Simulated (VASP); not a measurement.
Set up this calculation in VASP 6.6.1, as the native input.

- Task: single point
- Functional: PBEsol
- Potentials or basis: VASP PAW PBE potentials, release 64 (Cu)
- Cutoff: 520 eV
- k mesh: 10 × 10 × 6
- Occupations: gaussian, width 0.15 eV
- Spin: no spin polarisation
- Dipole correction: no
- Further INCAR settings: ALGO = Normal; EDIFF = 1e-06; NBANDS = 18

The structure of Cu lies in POSCAR:

```
Cu
1.0
    2.5340970000      0.0000000000      0.0000000000
   -1.2670480000      2.1945920000      0.0000000000
    0.0000000000      0.0000000000      4.1125710000
Cu
2
Direct
    0.3333330000      0.6666670000      0.2500000000
    0.6666670000      0.3333330000      0.7500000000
```

One way to write it, as run:

INCAR

```
SYSTEM = Cu
PREC     = Accurate       ! precision mode
ENCUT    = 520            ! plane-wave cutoff, eV
EDIFF    = 1E-6           ! SCF threshold, eV
ISMEAR   = 0              ! smearing method
SIGMA    = 0.15           ! smearing width, eV
LREAL    = .False.        ! projectors in reciprocal space
LASPH    = .True.         ! aspherical terms in the spheres
NELM     = 100            ! most SCF steps
ALGO     = Normal         ! electronic algorithm
ISIF     = 2              ! what is computed and relaxed
LWAVE    = .False.        ! write WAVECAR
LCHARG   = .False.        ! write CHGCAR
GGA      = PS             ! functional
NBANDS   = 18             ! bands
```

KPOINTS

```
Automatic mesh
0
Gamma
  10 10 6
  0 0 0
```

Potentials or basis: VASP PAW PBE potentials, release 64 (Cu).

Run with:

```sh
$ cat potpaw_PBE.64/Cu/POTCAR > POTCAR
$ mpirun -np 1 vasp_std > vasp.out
```

Results of the run:

```yaml
Pressure: -0.7 GPa
Band_gap_on_the_k_mesh: zero (band 11 reaches 10.89 eV, above the bottom of band 12 at 5.81 eV)
```

Caveat: the PAW data sets were made with another functional, which shifts forces and pressure a little.

Run time: 41 s on 1 thread of Intel Xeon 8259CL (shared host), peak memory 0.14 GiB.
